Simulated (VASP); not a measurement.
Write the native input for VASP 6.6.1 that does the following.

| Item | Value |
| --- | --- |
| Task | single point |
| Functional | PBE |
| Potentials or basis | VASP PAW PBE potentials, release 64 (Li_sv, F) |
| Cutoff | 520 eV |
| k mesh | 10 × 10 × 10 |
| Occupations | gaussian, width 0.02 eV |
| Spin | no spin polarisation |
| Dipole correction | no |
| Further INCAR settings | ALGO = Normal; EDIFF = 1e-06; NBANDS = 12 |

The structure of LiF lies in POSCAR:

```
LiF
1.0
    0.0000000000      2.0343867978      2.0343867978
    2.0343867978      0.0000000000      2.0343867978
    2.0343867978      2.0343867978      0.0000000000
Li F
1 1
Direct
    0.5000000000      0.5000000000      0.5000000000
    0.0000000000      0.0000000000      0.0000000000
```

The input as run:

INCAR

```
SYSTEM = LiF
  PREC = Accurate
  ENCUT = 520
  EDIFF = 1E-6
  ISMEAR = 0
  SIGMA = 0.02
  LREAL = .FALSE.
  LASPH = .TRUE.
  NELM = 100
  ALGO = Normal
  ISIF = 2
  LWAVE = .FALSE.
  LCHARG = .FALSE.
  GGA = PE
  NBANDS = 12
```

KPOINTS

```
regular mesh
0
G
  10 10 10
  0 0 0
```

Potentials or basis: VASP PAW PBE potentials, release 64 (Li_sv, F).

Run with:

```console
$ cat potpaw_PBE.64/Li_sv/POTCAR potpaw_PBE.64/F/POTCAR > POTCAR
$ mpirun -np 1 vasp_std > vasp.out
```

It gave:

```json
{"Band gap on the k mesh": "8.82 eV, direct"}
```

It took 7.9 s on 1 thread of Intel(R) Xeon(R) Platinum 8488C (Sapphire Rapids) (shared host), peak memory 0.13 GiB.
